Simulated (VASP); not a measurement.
# TiB2 (P6/mmm) in VASP: further runs

TiB2 is run at these levels: PBE; tasks: relaxation of shape and atoms at fixed volume, single point.

Everything below comes from runs of VASP 6.6.1. Logs are shortened: lines on timing, memory, paths and dates and some standing lists are left out, and cuts for length are marked.

## 1. The cell of the first run

It takes space group P6/mmm (No. 191, hexagonal). Conventional cell: a = 2.974 Å, b = 2.974 Å, c = 3.150 Å, α = 90.00°, β = 90.00°, γ = 120.00°. Within 3.1 Å of Ti (site symmetry 6/mmm) lie 12 B at 2.33 Å and 6 Ti at 2.97 Å. B (site symmetry -6m2) has 3 B at 1.72 Å within 2.3 Å.

## 2. Relaxation of shape and atoms at fixed volume, PBE (volume scaled by 0.94)

INCAR reads:

```
  ALGO = Normal
  EDIFF = 1E-6
  EDIFFG = -0.01
  ENCUT = 600
  GGA = PE
  IBRION = 2
  ISIF = 4
  ISMEAR = 0
  LASPH = T
  LCHARG = F
  LREAL = F
  LWAVE = F
  NELM = 60
  NSW = 50
  PREC = Accurate
  SIGMA = 0.1
```

KPOINTS reads:

```
k-points
0
Gamma
  18 18 14
```

POSCAR reads:

```
TiB2
1.0
    2.9740236345      0.0000000000      0.0000000000
   -1.4870118172      2.5755800189      0.0000000000
    0.0000000000      0.0000000000      3.1496878704
Ti B
1 2
Direct
    0.0000000000      0.0000000000      0.0000000000
    0.3333333333      0.6666666667      0.5000000000
    0.6666666667      0.3333333333      0.5000000000
```

Potentials or basis: VASP PAW PBE potentials, release 64 (Ti_sv, B).

Command:

```sh
$ cat potpaw_PBE.64/Ti_sv/POTCAR potpaw_PBE.64/B/POTCAR > POTCAR
$ mpirun -np 1 vasp_std > vasp.out
```

OUTCAR:

```text
EDIFF = 1E-6
   EDIFFG = -0.01
   ENCUT = 600
   GGA = PE
   IBRION = 2
   ISIF = 4
   ISMEAR = 0
   LASPH = T
   LREAL = F
   NELM = 60
   NSW = 50
   PREC = Accurate

 ion  position               nearest neighbor table
   1  0.000  0.000  0.000-   2 2.33   3 2.33   2 2.33   3 2.33   2 2.33   2 2.33   3 2.33   3 2.33
                             3 2.33   3 2.33   2 2.33   2 2.33
   2  0.333  0.667  0.500-   3 1.72   3 1.72   3 1.72   1 2.33   1 2.33   1 2.33   1 2.33   1 2.33
                             1 2.33
   3  0.667  0.333  0.500-   2 1.72   2 1.72   2 1.72   1 2.33   1 2.33   1 2.33   1 2.33   1 2.33
                             1 2.33

  LATTYP: Found a hexagonal cell.
 ALAT       =     2.9740236345
 C/A-ratio  =     1.0590661869

  Lattice vectors:

 A1 = (   2.9740236345,   0.0000000000,   0.0000000000)
 A2 = (  -1.4870118172,   2.5755800189,   0.0000000000)
 A3 = (   0.0000000000,   0.0000000000,   3.1496878704)

Analysis of symmetry for initial positions (statically):
=====================================================================
 Subroutine PRICEL returns:
 Original cell was already a primitive cell.

 Routine SETGRP: Setting up the symmetry group for a
 hexagonal supercell.

 Subroutine GETGRP returns: Found 24 space group operations
 (whereof 24 operations were pure point group operations)
 out of a pool of 24 trial point group operations.

The static configuration has the point symmetry D_6h.

Analysis of symmetry for dynamics (positions and initial velocities):
=====================================================================
 Subroutine PRICEL returns:
 Original cell was already a primitive cell.

 Routine SETGRP: Setting up the symmetry group for a
 hexagonal supercell.

 Subroutine GETGRP returns: Found 24 space group operations
 (whereof 24 operations were pure point group operations)
 out of a pool of 24 trial point group operations.

The dynamic configuration has the point symmetry D_6h.

 Subroutine INISYM returns: Found 24 space group operations
 (whereof 24 operations are pure point group operations),
 and found     1 'primitive' translations

----------------------------------------------------------------------------------------

                                     Primitive cell

  volume of cell :      24.1261

  direct lattice vectors                    reciprocal lattice vectors
     2.974023634  0.000000000  0.000000000     0.336244806  0.194131029  0.000000000
    -1.487011817  2.575580019  0.000000000     0.000000000  0.388262059  0.000000000
     0.000000000  0.000000000  3.149687870     0.000000000  0.000000000  0.317491777

  length of vectors
     2.974023634  2.974023634  3.149687870     0.388262059  0.388262059  0.317491777

  position of ions in fractional coordinates (direct lattice)
     0.000000000  0.000000000  0.000000000
     0.333333333  0.666666667  0.500000000
     0.666666667  0.333333333  0.500000000

  ion indices of the primitive-cell ions
   primitive index   ion index
                 1           1
                 2           2
                 3           3

----------------------------------------------------------------------------------------

 KPOINTS: k-points

Automatic generation of k-mesh.
 Grid dimensions read from file:
 generate k-points for:   18   18   14

 Generating k-lattice:

  Cartesian coordinates                     Fractional coordinates (reciprocal lattice)
     0.018680267  0.010785057  0.000000000     0.055555556  0.000000000  0.000000000
     0.000000000  0.021570114  0.000000000     0.000000000  0.055555556  0.000000000
     0.000000000  0.000000000  0.022677984     0.000000000  0.000000000  0.071428571

  Length of vectors
[... 71 lines left out ...]
   EFERMI_NEDOS =   21; number of points for ismear=-14 and -15
   IALGO  =     38    algorithm
   IMIX   =      4    mixing-type and parameters
     AMIX     =   0.40;   BMIX     =  1.00
     AMIX_MAG =   1.60;   BMIX_MAG =  1.00
  volume/ion in A,a.u.               =       8.04        54.27
  Fermi-wavevector in a.u.,A,eV,Ry     =   1.484807  2.805878 29.996109  2.204652
  Thomas-Fermi vector in A             =   2.598298
   LORBIT       =      0    0 simple, 1 ext, 2 COOP (PROOUT), +10 PAW based schemes
   GGA     = PE    functional components
   LHFCALC =     F    Hartree Fock is set to
   AEXX    =    0.0000 exact exchange contribution
   IVDW    =     0    specifies the selected vdW correction
   LEPSILON=     F    determine dielectric tensor
   LRPA    =     F    only Hartree local field effects (RPA)
 conjugate gradient relaxation of ions
 non-spin polarized calculation
 Gauss-broadening in eV      SIGMA  =   0.10
  energy-cutoff  :      600.00
  volume of cell :       24.13
 maximum number of plane-waves:       824
 NGX is ok and might be reduce to    24
   NGX = 11   NGY = 11   NGZ = 13

--------------------------------------- Ionic step        1  -------------------------------------------

 number of electron      18.0000001 magnetization

 Free energy of the ion-electron system (eV)
  ---------------------------------------------------
  ext. energy  EPLUGINS =         0.00000000
  ---------------------------------------------------
  free energy    TOTEN  =       -24.34932617 eV

  energy without entropy =      -24.34768107  energy(sigma->0) =      -24.34850362

------------------------ aborting loop because EDIFF is reached ----------------------------------------

  FORCE on cell =-STRESS in cart. coord.  units (eV):
  Direction    XX          YY          ZZ          XY          YZ          ZX
  --------------------------------------------------------------------------------------
  -------------------------------------------------------------------------------------
  Total        2.7723183      2.7723183      2.5108512      0.0000000     -0.0000000      0.0000000
  in kB      184.1054737    184.1054737    166.7418358      0.0000000     -0.0000000      0.0000000
  external PRESSURE =     178.3175944 kB  Pullay stress =       0.0000000 kB

 VOLUME and BASIS-vectors are now :
 -----------------------------------------------------------------------------
  energy-cutoff  :      600.00
  volume of cell :       24.13
      direct lattice vectors                 reciprocal lattice vectors
     2.974023634  0.000000000  0.000000000     0.336244806  0.194131029  0.000000000
    -1.487011817  2.575580019  0.000000000     0.000000000  0.388262059  0.000000000
     0.000000000  0.000000000  3.149687870     0.000000000  0.000000000  0.317491777

 POSITION                                       TOTAL-FORCE (eV/Angst)
 -----------------------------------------------------------------------------------
      0.00000      0.00000      0.00000        -0.000000      0.000000     -0.000000
     -0.00000      1.71705      1.57484        -0.000000      0.000000     -0.000000
      1.48701      0.85853      1.57484         0.000000     -0.000000      0.000000
 -----------------------------------------------------------------------------------
    total drift:                               -0.000000      0.000000     -0.000000

  FREE ENERGIE OF THE ION-ELECTRON SYSTEM (eV)
  ---------------------------------------------------
  free  energy   TOTEN  =       -24.3493261746 eV

  energy  without entropy=      -24.3476810713  energy(sigma->0) =      -24.34850362

--------------------------------------- Ionic step        2  -------------------------------------------

 number of electron      18.0000001 magnetization

 Free energy of the ion-electron system (eV)
  ---------------------------------------------------
  ext. energy  EPLUGINS =         0.00000000
  ---------------------------------------------------
  free energy    TOTEN  =       -24.34965241 eV

  energy without entropy =      -24.34797577  energy(sigma->0) =      -24.34881409

 E-fermi :  10.7321     XC(G=0): -13.0695

 val. band max:       10.7279528787   @ k =   0.0000   0.0000   0.3571
 cond. band min:      10.7392713656   @ k =   0.0556   0.0556   0.3571
 fundamental gap:      0.0113184870
 Fermi energy:        10.7320836034

 k-point     1 :       0.0000    0.0000    0.0000
  band No.  band energies     occupation
      1     -46.1027      2.00000
      2     -22.4628      2.00000
      3     -22.1192      2.00000
      4     -22.1192      2.00000
      5      -3.1448      2.00000
      6       7.8783      2.00000
      7       7.8783      2.00000
      8       8.4471      2.00000
      9       8.4646      2.00000
     10      12.7674      0.00000
     11      12.7674      0.00000
     12      14.7052      0.00000
     13      14.7052      0.00000
[... 354 lines left out ...]
  band No.  band energies     occupation
      1     -46.0341      2.00000
      2     -22.5791      2.00000
      3     -22.3776      2.00000
      4     -22.2648      2.00000
      5       0.5083      2.00000
      6       2.1709      2.00000
      7       6.0483      2.00000
      8       7.5226      2.00000
      9       9.4642      2.00000
     10      11.2499      0.00000
     11      13.1644      0.00000
     12      14.0217      0.00000
     13      15.4376      0.00000

 [... further k-points ...]

------------------------ aborting loop because EDIFF is reached ----------------------------------------

  FORCE on cell =-STRESS in cart. coord.  units (eV):
  Direction    XX          YY          ZZ          XY          YZ          ZX
  --------------------------------------------------------------------------------------
  -------------------------------------------------------------------------------------
  Total        2.6533990      2.6533990      2.6729197      0.0000000     -0.0000000     -0.0000000
  in kB      176.2082225    176.2082225    177.5045614      0.0000000     -0.0000000     -0.0000000
  external PRESSURE =     176.6403355 kB  Pullay stress =       0.0000000 kB

 VOLUME and BASIS-vectors are now :
 -----------------------------------------------------------------------------
  energy-cutoff  :      600.00
  volume of cell :       24.13
      direct lattice vectors                 reciprocal lattice vectors
     2.978197706  0.000000000  0.000000000     0.335773545  0.193858946  0.000000000
    -1.489098853  2.579194871 -0.000000000    -0.000000000  0.387717893  0.000000000
     0.000000000 -0.000000000  3.140865213    -0.000000000  0.000000000  0.318383608

 POSITION                                       TOTAL-FORCE (eV/Angst)
 -----------------------------------------------------------------------------------
      2.97820      0.00000      3.14087        -0.000000      0.000000      0.000000
     -0.00000      1.71946      1.57043         0.000000     -0.000000      0.000000
      1.48910      0.85973      1.57043        -0.000000      0.000000     -0.000000
 -----------------------------------------------------------------------------------
    total drift:                                0.000000      0.000000     -0.000000

  FREE ENERGIE OF THE ION-ELECTRON SYSTEM (eV)
  ---------------------------------------------------
  free  energy   TOTEN  =       -24.3496524140 eV

  energy  without entropy=      -24.3479757684  energy(sigma->0) =      -24.34881409

 reached required accuracy - stopping structural energy minimisation
```

It took 1.8 min on 1 thread of Intel Xeon 6975P-C, shared host; peak memory 0.25 GiB.

What came out:

```
Free energy               : -24.3497 eV
Energy gained by relaxing : 0.1 meV/atom
Ionic steps               : 2
Pressure after relaxing   : 17.7 GPa
Band gap on the k mesh    : zero (band 9 reaches 11.09 eV, above the bottom of band 10 at 10.43 eV)
```

Stress tensor (GPa, compression positive):
```
17.62  0.00  0.00
 0.00 17.62  0.00
 0.00  0.00 17.75
```

Step by step:
| step | energy change (eV) | largest force (eV/Å) | pressure (GPa) | volume (Å³) |
| --- | --- | --- | --- | --- |
| 1 | 0.0000 | 0.0000 | 17.83 | 24.13 |
| 2 | -0.0003 | 0.0000 | 17.66 | 24.13 |

Final structure:
```
Ti B
1.0
     2.97820    0.00000    0.00000
    -1.48910    2.57919    0.00000
     0.00000    0.00000    3.14087
Ti B
1 2
Direct
  0.00000 0.00000 0.00000
  0.33333 0.66667 0.50000
  0.66667 0.33333 0.50000
```

Caveat: the cell differs from its parent crystal (volume scaled by 0.94).

(Continued in part 2 of 2.)
